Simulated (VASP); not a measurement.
Here is a VASP 6.6.1 calculation.

File INCAR:

```
SYSTEM = Na4TmSb
PREC = Accurate
ENCUT = 500
EDIFF = 1E-6
ISMEAR = 0
SIGMA = 0.1
LREAL = .False.
LASPH = .True.
NELM = 200
ALGO = Normal
ISIF = 2
LWAVE = .False.
LCHARG = .True.
GGA = PE
LELF = .True.
LVHAR = .True.
NBANDS = 30
GGA_COMPAT = .False.
LMAXMIX = 6
```

Contents of KPOINTS:

```
regular mesh
0
Gamma
  4 4 4
  0 0 0
```

The input POSCAR:

```
Na4TmSb
1.0
    4.4580981700      0.0000000000      0.0000000000
    0.0000000000      4.4580981700      0.0000000000
    0.0000000000      0.0000000000      6.4351554900
Na Tm Sb
4 1 1
Direct
    0.5000000000      0.0000000000      0.2657380100
    0.5000000000      0.0000000000      0.7342619900
    0.0000000000      0.5000000000      0.7342619900
    0.0000000000      0.5000000000      0.2657380100
    0.0000000000      0.0000000000      0.5000000000
    0.5000000000      0.5000000000      0.0000000000
```

Potentials or basis: VASP PAW PBE potentials, release 64 (Na_pv, Tm_3, Sb), 4f in core.

Launch:

```bash
$ cat potpaw_PBE.64/Na_pv/POTCAR potpaw_PBE.64/Tm_3/POTCAR potpaw_PBE.64/Sb/POTCAR > POTCAR
$ mpirun -np 1 vasp_std > vasp.out
```

(1) Predict the largest force.

(2) Estimate the pressure.

(3) What does it give for the band gap on the k mesh?

Results:

(1) 1.455 eV/Å.

(2) 22.5 GPa.

(3) zero (bands 21 and 22 overlap by 0.76 eV).

Caveat: the cell stands under pressure; spin-orbit coupling is left out, which moves the levels of the heavy elements; the 4f electrons are frozen in the core, so they carry no moment and show no levels; forces of over 1 eV/Å act on the atoms, so gaps and moduli don't describe the material at rest.
